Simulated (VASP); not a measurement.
Wanted: the native input for a VASP 6.6.1 run.

```
Task                   : single point
Functional             : PBEsol
Potentials or basis    : VASP PAW PBE potentials, release 64 (Sc_sv, Pd)
Cutoff                 : 520 eV
k mesh                 : 10 × 10 × 10
Occupations            : gaussian, width 0.1 eV
Spin                   : no spin polarisation
Dipole correction      : no
Further INCAR settings : ALGO = Normal; EDIFF = 1e-07; NBANDS = 28
```

The structure of ScPd3 lies in POSCAR:

```
ScPd3
1.0
    3.9427511537      0.0000000000      0.0000000000
    0.0000000000      3.9427511537      0.0000000000
    0.0000000000      0.0000000000      3.9427511537
Sc Pd
1 3
Direct
    0.0000000000      0.0000000000      0.0000000000
    0.0000000000      0.5000000000      0.5000000000
    0.5000000000      0.0000000000      0.5000000000
    0.5000000000      0.5000000000      0.0000000000
```

These files were run (other wordings do the same):

INCAR

```
  PREC = Accurate
  ENCUT = 520
  EDIFF = 1E-7
  ISMEAR = 0
  SIGMA = 0.1
  LREAL = F
  LASPH = T
  NELM = 100
  ALGO = Normal
  ISIF = 2
  LWAVE = F
  LCHARG = F
  GGA = PS
  NBANDS = 28
```

KPOINTS

```
Automatic mesh
0
Gamma
  10 10 10
```

Potentials or basis: VASP PAW PBE potentials, release 64 (Sc_sv, Pd).

Run with:

```sh
$ cat potpaw_PBE.64/Sc_sv/POTCAR potpaw_PBE.64/Pd/POTCAR > POTCAR
$ mpirun -np 1 vasp_std > vasp.out
```

It gave:

- Pressure: 0.1 GPa

Caveat: the PAW data sets were made with another functional, which shifts forces and pressure a little.

It took 70 s on 1 thread of Intel(R) Xeon(R) Platinum 8259CL CPU @ 2.50GHz (Skylake/Cascade Lake), on a shared host, peak memory 0.23 GiB.
